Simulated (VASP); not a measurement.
A run of VASP 6.6.1 is set up as follows.

File INCAR:

```
SYSTEM = Ru
  PREC = Accurate
  ENCUT = 520
  EDIFF = 1E-6
  ISMEAR = 0
  SIGMA = 0.15
  LREAL = .FALSE.
  LASPH = .TRUE.
  NELM = 60
  ALGO = Fast
  ISIF = 2
  LWAVE = .FALSE.
  LCHARG = .FALSE.
  GGA = PS
  NBANDS = 21
```

KPOINTS

```
regular mesh
0
G
  21 21 12
  0 0 0
```

POSCAR

```
Ru
1.0
    2.7477274890      0.0000000000      0.0000000000
   -1.3738637445      2.3796018082      0.0000000000
    0.0000000000      0.0000000000      4.0094839520
Ru
2
Direct
    0.3333333333      0.6666666667      0.2500000000
    0.6666666667      0.3333333333      0.7500000000
```

Potentials or basis: VASP PAW PBE potentials, release 64 (Ru_pv).

Command:

```sh
$ cat potpaw_PBE.64/Ru_pv/POTCAR > POTCAR
$ mpirun -np 1 vasp_std > vasp.out
```

(1) What does it give for the pressure?

(2) Estimate the band gap on the k mesh.

Results:

(1) 9.5 GPa.

(2) zero (band 14 reaches 14.77 eV, above the bottom of band 15 at 11.54 eV).

Caveat: the PAW data sets were made with another functional, which shifts forces and pressure a little.
